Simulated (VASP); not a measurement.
# CdF2 (Fm-3m) in VASP: a series of runs

Runs on CdF2. Level: r2SCAN. Tasks: single point.

Everything below comes from runs of VASP 6.6.1. Logs are shortened: lines on timing, memory, paths and dates and some standing lists are left out, and cuts for length are marked.

## (1) The cell of the first run

It takes space group Fm-3m (No. 225, cubic). Conventional cell: a = 5.330 Å, b = 5.330 Å, c = 5.330 Å, α = 90.00°, β = 90.00°, γ = 90.00°. Within 3.1 Å of Cd (site symmetry m-3m) lie 8 F at 2.31 Å. Within 3.1 Å of F (site symmetry -43m) lie 4 Cd at 2.31 Å and 6 F at 2.66 Å.

## (2) Single point, r2SCAN

The input, POSCAR:

```
CdF2
1.0
    2.6649725482      2.6649725482      0.0000000000
   -2.6649725482      2.6649725482      0.0000000000
    0.0000000000      2.6649725482      2.6649725482
Cd F
1 2
Direct
    0.0000000000      0.0000000000      0.0000000000
    0.2500000000      0.7500000000      0.5000000000
    0.7500000000      0.2500000000      0.5000000000
```

The input, INCAR.step1:

```
SYSTEM = CdF2
PREC     = Accurate       ! precision mode
ENCUT    = 770            ! plane-wave cutoff, eV
ISMEAR   = 0              ! smearing method
SIGMA    = 0.01           ! smearing width, eV
LREAL    = .False.        ! projectors in reciprocal space
LASPH    = .True.         ! aspherical terms in the spheres
NELM     = 120            ! most SCF steps
NBANDS   = 24             ! bands
GGA      = PE             ! functional
ALGO     = Normal         ! electronic algorithm
EDIFF    = 1E-5           ! SCF threshold, eV
LWAVE    = .True.         ! write WAVECAR
LCHARG   = .False.        ! write CHGCAR
GGA_COMPAT= .False.
```

The input, INCAR.step2:

```
SYSTEM = CdF2
PREC     = Accurate       ! precision mode
ENCUT    = 770            ! plane-wave cutoff, eV
EDIFF    = 1E-6           ! SCF threshold, eV
ISMEAR   = 0              ! smearing method
SIGMA    = 0.01           ! smearing width, eV
LREAL    = .False.        ! projectors in reciprocal space
LASPH    = .True.         ! aspherical terms in the spheres
NELM     = 120            ! most SCF steps
ALGO     = Normal         ! electronic algorithm
ISIF     = 2              ! what is computed and relaxed
LWAVE    = .False.        ! write WAVECAR
LCHARG   = .False.        ! write CHGCAR
METAGGA  = R2SCAN         ! meta-GGA
LMIXTAU  = .True.       
NBANDS   = 24             ! bands
ISTART   = 1            
GGA_COMPAT= .False.
```

The input, KPOINTS:

```
regular mesh
0
Gamma
  8 8 8
  0 0 0
```

Potentials or basis: VASP PAW PBE potentials, release 64 (Cd_sv_GW, F).

The run is started by

```
cat potpaw_PBE.64/Cd_sv_GW/POTCAR potpaw_PBE.64/F/POTCAR > POTCAR
cp INCAR.step1 INCAR
mpirun -np 1 vasp_std > vasp.out
cp INCAR.step2 INCAR
mpirun -np 1 vasp_std > vasp.out
```

OUTCAR:

```text
SYSTEM = CdF2
   PREC = Accurate
   ENCUT = 770
   EDIFF = 1E-6
   ISMEAR = 0
   LREAL = .False.
   LASPH = .True.
   NELM = 120
   ISIF = 2
   METAGGA = R2SCAN
   ISTART = 1

 ion  position               nearest neighbor table
   1  0.000  0.000  0.000-
   2  0.250  0.750  0.500-
   3  0.750  0.250  0.500-

  LATTYP: Found a face centered cubic cell.
 ALAT       =     5.3299450964

  Lattice vectors:

 A1 = (   0.0000000000,   2.6649725482,   2.6649725482)
 A2 = (   2.6649725482,   0.0000000000,   2.6649725482)
 A3 = (   2.6649725482,   2.6649725482,   0.0000000000)

Analysis of symmetry for initial positions (statically):
=====================================================================
 Subroutine PRICEL returns:
 Original cell was already a primitive cell.

 Routine SETGRP: Setting up the symmetry group for a
 face centered cubic supercell.

 Subroutine GETGRP returns: Found 48 space group operations
 (whereof 48 operations were pure point group operations)
 out of a pool of 48 trial point group operations.

The static configuration has the point symmetry O_h .

Analysis of symmetry for dynamics (positions and initial velocities):
=====================================================================
 Subroutine PRICEL returns:
 Original cell was already a primitive cell.

 Routine SETGRP: Setting up the symmetry group for a
 face centered cubic supercell.

 Subroutine GETGRP returns: Found 48 space group operations
 (whereof 48 operations were pure point group operations)
 out of a pool of 48 trial point group operations.

The dynamic configuration has the point symmetry O_h .

 Subroutine INISYM returns: Found 48 space group operations
 (whereof 48 operations are pure point group operations),
 and found     1 'primitive' translations

----------------------------------------------------------------------------------------

                                     Primitive cell

  volume of cell :      37.8537

  direct lattice vectors                    reciprocal lattice vectors
     2.664972548  2.664972548  0.000000000     0.187619193  0.187619193 -0.187619193
    -2.664972548  2.664972548  0.000000000    -0.187619193  0.187619193 -0.187619193
     0.000000000  2.664972548  2.664972548     0.000000000  0.000000000  0.375238387

  length of vectors
     3.768840321  3.768840321  3.768840321     0.324965975  0.324965975  0.375238387

  position of ions in fractional coordinates (direct lattice)
     0.000000000  0.000000000  0.000000000
     0.250000000  0.750000000  0.500000000
     0.750000000  0.250000000  0.500000000

  ion indices of the primitive-cell ions
   primitive index   ion index
                 1           1
                 2           2
                 3           3

----------------------------------------------------------------------------------------

 KPOINTS: regular mesh

Automatic generation of k-mesh.
 Grid dimensions read from file:
 generate k-points for:    8    8    8

 Generating k-lattice:

  Cartesian coordinates                     Fractional coordinates (reciprocal lattice)
     0.023452399  0.023452399 -0.023452399     0.125000000  0.000000000  0.000000000
    -0.023452399  0.023452399 -0.023452399     0.000000000  0.125000000  0.000000000
     0.000000000  0.000000000  0.046904798     0.000000000  0.000000000  0.125000000

  Length of vectors
     0.040620747  0.040620747  0.046904798

  Shift w.r.t. Gamma in fractional coordinates (k-lattice)
     0.000000000  0.000000000  0.000000000

 Subroutine IBZKPT returns following result:
 ===========================================

 Found     29 irreducible k-points:

 Following reciprocal coordinates:
            Coordinates               Weight
  0.000000  0.000000  0.000000      1.000000
  0.125000  0.000000  0.000000      8.000000
  0.250000  0.000000  0.000000      8.000000
  0.375000  0.000000  0.000000      8.000000
  0.500000  0.000000  0.000000      4.000000
  0.125000  0.125000  0.000000     12.000000
[... 16 lines left out ...]
  0.375000  0.250000  0.125000     48.000000
  0.500000  0.250000  0.125000     24.000000
 [... further k-points ...]
   k-points           NKPTS =     29   k-points in BZ     NKDIM =     29   number of bands    NBANDS=     24
   number of dos      NEDOS =    301   number of ions     NIONS =      3
   total plane-waves  NPLWV =  46656
   dimension x,y,z NGX =    36 NGY =   36 NGZ =   36
   dimension x,y,z NGXF=    72 NGYF=   72 NGZF=   72
   ions per type =               1   2
   NGX,Y,Z   is equivalent  to a cutoff of  15.88, 15.88, 15.88 a.u.
   NGXF,Y,Z  is equivalent  to a cutoff of  31.76, 31.76, 31.76 a.u.
 SYSTEM =  CdF2
   PREC   = accura    normal or accurate (medium, high low for compatibility)
   ISTART =      1    job   : 0-new  1-cont  2-samecut
   ICHARG =      0    charge: 1-file 2-atom 10-const
   ISPIN  =      1    spin polarized calculation?
   LNONCOLLINEAR =      F non collinear calculations
   LSORBIT =      F    spin-orbit coupling
   LASPH  =      T    aspherical Exc in radial PAW
   ENCUT  =  770.0 eV  56.59 Ry    7.52 a.u.   8.53  8.53  8.53*2*pi/ulx,y,z
   NELM   =    120;   NELMIN=  2; NELMDL=  0     # of ELM steps
   EDIFF  = 0.1E-05   stopping-criterion for ELM
   LREAL  =      F    real-space projection
   EDIFFG = 0.1E-04   stopping-criterion for IOM
   NSW    =      0    number of steps for IOM
   IBRION =     -1    ionic relax: 0-MD 1-quasi-New 2-CG
   NFREE  =      0    steps in history (QN), initial steepest desc. (CG)
   ISIF   =      2    stress and relaxation
   ISYM   =      2    0-nonsym 1-usesym 2-fastsym
   POTIM  = 0.5000    time-step for ionic-motion
   TEBEG  =    0.0;   TEEND  =   0.0 temperature during run
   PSTRESS=    0.0 pullay stress
   NELECT =      34.0000    total number of electrons
   NUPDOWN=      -1.0000    fix difference up-down
   EMIN   =  10.00;   EMAX   =-10.00  energy-range for DOS
   EFERMI =   0.00;   METHOD = LEGACY
   ISMEAR =     0;   SIGMA  =   0.01  broadening in eV -4-tet -1-fermi 0-gaus
   EFERMI_NEDOS =   21; number of points for ismear=-14 and -15
   IALGO  =     38    algorithm
   IMIX   =      4    mixing-type and parameters
     AMIX     =   0.40;   BMIX     =  1.00
     AMIX_MAG =   1.60;   BMIX_MAG =  1.00
  volume/ion in A,a.u.               =      12.62        85.15
  Fermi-wavevector in a.u.,A,eV,Ry     =   1.579544  2.984905 33.945982  2.494959
  Thomas-Fermi vector in A             =   2.679907
   LORBIT       =      0    0 simple, 1 ext, 2 COOP (PROOUT), +10 PAW based schemes
   METAGGA = R2SCAN    functional components
   LHFCALC =     F    Hartree Fock is set to
   AEXX    =    0.0000 exact exchange contribution
   IVDW    =     0    specifies the selected vdW correction
   LEPSILON=     F    determine dielectric tensor
   LRPA    =     F    only Hartree local field effects (RPA)
 non-spin polarized calculation
 Gauss-broadening in eV      SIGMA  =   0.01
  energy-cutoff  :      770.00
  volume of cell :       37.85
 maximum number of plane-waves:      1856
 NGX is ok and might be reduce to    36
   NGX = 17   NGY = 17   NGZ = 17

 number of electron      33.9999999 magnetization

 Free energy of the ion-electron system (eV)
  ---------------------------------------------------
  ext. energy  EPLUGINS =         0.00000000
  ---------------------------------------------------
  free energy    TOTEN  =       -33.83028970 eV

  energy without entropy =      -33.83028970  energy(sigma->0) =      -33.83028970

 E-fermi :   0.6110     XC(G=0): -11.4027

 val. band max:        0.3852312519   @ k =   0.5000   0.5000   0.2500
 cond. band min:       4.2943628331   @ k =   0.0000   0.0000   0.0000
 fundamental gap:      3.9091315812
 Fermi energy:         0.6109901241

 k-point     1 :       0.0000    0.0000    0.0000
  band No.  band energies     occupation
      1    -100.5283      2.00000
      2     -60.7305      2.00000
      3     -60.7305      2.00000
      4     -60.7305      2.00000
      5     -21.7252      2.00000
      6     -20.5760      2.00000
[... 16 lines left out ...]
     23      21.5400      0.00000
     24      21.5400      0.00000

 k-point     2 :       0.1250    0.0000    0.0000
  band No.  band energies     occupation
      1    -100.5283      2.00000
      2     -60.7310      2.00000
      3     -60.7306      2.00000
      4     -60.7306      2.00000
      5     -21.6737      2.00000
      6     -20.6222      2.00000
[... 16 lines left out ...]
     23      21.1118      0.00000
     24      21.1118      0.00000

 k-point     3 :       0.2500    0.0000    0.0000
  band No.  band energies     occupation
      1    -100.5282      2.00000
      2     -60.7320      2.00000
      3     -60.7308      2.00000
      4     -60.7308      2.00000
      5     -21.5336      2.00000
      6     -20.7474      2.00000
[... 16 lines left out ...]
     23      20.3877      0.00000
     24      21.0085      0.00000

 k-point     4 :       0.3750    0.0000    0.0000
  band No.  band energies     occupation
      1    -100.5282      2.00000
      2     -60.7330      2.00000
      3     -60.7310      2.00000
      4     -60.7310      2.00000
      5     -21.3413      2.00000
      6     -20.9218      2.00000
[... 16 lines left out ...]
     23      19.8393      0.00000
     24      20.5132      0.00000

 k-point     5 :       0.5000    0.0000    0.0000
  band No.  band energies     occupation
      1    -100.5282      2.00000
      2     -60.7335      2.00000
      3     -60.7310      2.00000
      4     -60.7310      2.00000
      5     -21.1661      2.00000
      6     -21.0887      2.00000
[... 451 lines left out ...]
 k-point    22 :       0.2500    0.2500    0.1250
  band No.  band energies     occupation
      1    -100.5282      2.00000
      2     -60.7323      2.00000
      3     -60.7313      2.00000
      4     -60.7310      2.00000
      5     -21.4360      2.00000
      6     -20.8258      2.00000
[... 16 lines left out ...]
     23      20.9845      0.00000
     24      23.7258      0.00000

 k-point    23 :       0.3750    0.2500    0.1250
  band No.  band energies     occupation
      1    -100.5282      2.00000
      2     -60.7329      2.00000
      3     -60.7317      2.00000
      4     -60.7312      2.00000
      5     -21.2812      2.00000
      6     -20.9604      2.00000
[... 16 lines left out ...]
     23      20.3870      0.00000
     24      23.5205      0.00000

 k-point    24 :       0.5000    0.2500    0.1250
  band No.  band energies     occupation
      1    -100.5281      2.00000
      2     -60.7331      2.00000
      3     -60.7318      2.00000
      4     -60.7312      2.00000
      5     -21.1357      2.00000
      6     -21.0969      2.00000
[... 16 lines left out ...]
     23      20.1351      0.00000
     24      23.7025      0.00000

 [... further k-points ...]

------------------------ aborting loop because EDIFF is reached ----------------------------------------

  FORCE on cell =-STRESS in cart. coord.  units (eV):
  Direction    XX          YY          ZZ          XY          YZ          ZX
  --------------------------------------------------------------------------------------
  -------------------------------------------------------------------------------------
  Total        0.8427363      0.8427363      0.8427363      0.0000000     -0.0000000      0.0000000
  in kB       35.6692577     35.6692577     35.6692577      0.0000000     -0.0000000      0.0000000
  external PRESSURE =      35.6692577 kB  Pullay stress =       0.0000000 kB

 VOLUME and BASIS-vectors are now :
 -----------------------------------------------------------------------------
  energy-cutoff  :      770.00
  volume of cell :       37.85
      direct lattice vectors                 reciprocal lattice vectors
     2.664972548  2.664972548  0.000000000     0.187619193  0.187619193 -0.187619193
    -2.664972548  2.664972548  0.000000000    -0.187619193  0.187619193 -0.187619193
     0.000000000  2.664972548  2.664972548     0.000000000  0.000000000  0.375238387

 POSITION                                       TOTAL-FORCE (eV/Angst)
 -----------------------------------------------------------------------------------
      0.00000      0.00000      0.00000         0.000000     -0.000000      0.000000
     -1.33249      3.99746      1.33249        -0.000000      0.000000      0.000000
      1.33249      3.99746      1.33249         0.000000     -0.000000     -0.000000
 -----------------------------------------------------------------------------------
    total drift:                                0.000000      0.000000      0.000000

  FREE ENERGIE OF THE ION-ELECTRON SYSTEM (eV)
  ---------------------------------------------------
  free  energy   TOTEN  =       -33.8302896959 eV

  energy  without entropy=      -33.8302896959  energy(sigma->0) =      -33.83028970
```

Wall time 3 min (1 thread of Intel Xeon Platinum 8175M at 2.50GHz (Skylake/Cascade Lake), shared host); peak memory 0.26 GiB.

What came out:

```
Free energy            : -33.8303 eV
Pressure               : 3.6 GPa
Band gap on the k mesh : 3.91 eV (least direct gap 4.38 eV)
```

Levels at points of the mesh, in eV from the valence-band top:
```tsv
k point	band 15	band 16	band 17	band 18	band 19	band 20
(0.00, 0.00, 0.00)	-0.47	-0.47	-0.47	3.91	13.77	13.77
(0.50, 0.00, 0.00)	-1.98	-0.39	-0.39	8.28	9.80	15.92
(0.50, 0.50, 0.00)	-0.59	-0.10	-0.10	9.19	10.77	12.29
```

Caveat: the cell stands under pressure; the PAW data sets were made with another functional, which shifts forces and pressure a little. A k mesh can miss the band edges.

## (3) Single point, r2SCAN

This run uses another cell than the first one, of 11.75 Å³/atom.

The input, POSCAR:

```
CdF2
1.0
    2.6026389563      2.6026389563      0.0000000000
   -2.6026389563      2.6026389563      0.0000000000
    0.0000000000      2.6026389563      2.6026389563
Cd F
1 2
Direct
    0.0000000000      0.0000000000      0.0000000000
    0.2500000000      0.7500000000      0.5000000000
    0.7500000000      0.2500000000      0.5000000000
```

The input, INCAR.step1:

```
PREC = Accurate
ENCUT = 770
ISMEAR = 0
SIGMA = 0.01
LREAL = False
LASPH = True
NELM = 120
NBANDS = 24
GGA = PE
ALGO = Normal
EDIFF = 1E-5
LWAVE = True
LCHARG = False
GGA_COMPAT = False
```

The input, INCAR.step2:

```
PREC = Accurate
ENCUT = 770
EDIFF = 1E-6
ISMEAR = 0
SIGMA = 0.01
LREAL = False
LASPH = True
NELM = 120
ALGO = Normal
ISIF = 2
LWAVE = False
LCHARG = True
METAGGA = R2SCAN
LMIXTAU = True
LELF = True
LVHAR = True
NBANDS = 24
ISTART = 1
GGA_COMPAT = False
```

The input, KPOINTS:

```
regular mesh
0
Gamma
  8 8 8
```

Potentials or basis: VASP PAW PBE potentials, release 64 (Cd_sv_GW, F).

The run is started by

```
cat potpaw_PBE.64/Cd_sv_GW/POTCAR potpaw_PBE.64/F/POTCAR > POTCAR
cp INCAR.step1 INCAR
mpirun -np 1 vasp_std > vasp.out
cp INCAR.step2 INCAR
mpirun -np 1 vasp_std > vasp.out
```

Wall time 2.1 min (1 thread of Intel Xeon Platinum 8375C at 2.90GHz (Ice Lake), shared host); peak memory 0.25 GiB.

The run converged. Its results:

| Property | Result |
| --- | --- |
| Free energy | -33.6818 eV |
| Pressure | 14.6 GPa |
| Band gap on the k mesh | 4.17 eV (least direct gap 4.53 eV) |

Levels at points of the mesh, in eV from the valence-band top:
```
           k point  band 14  band 15  band 16  band 17  band 18  band 19  band 20  band 21
(0.00, 0.00, 0.00)    -1.30    -0.36    -0.36    -0.36     4.17    14.10    14.10    14.10
(0.50, 0.00, 0.00)    -2.29    -2.29    -0.32    -0.32     8.87    10.01    16.59    16.59
(0.50, 0.50, 0.00)    -3.15    -0.77    -0.11    -0.11     9.81    11.20    12.44    16.28
```

Caveat: the cell stands under pressure; the PAW data sets were made with another functional, which shifts forces and pressure a little.
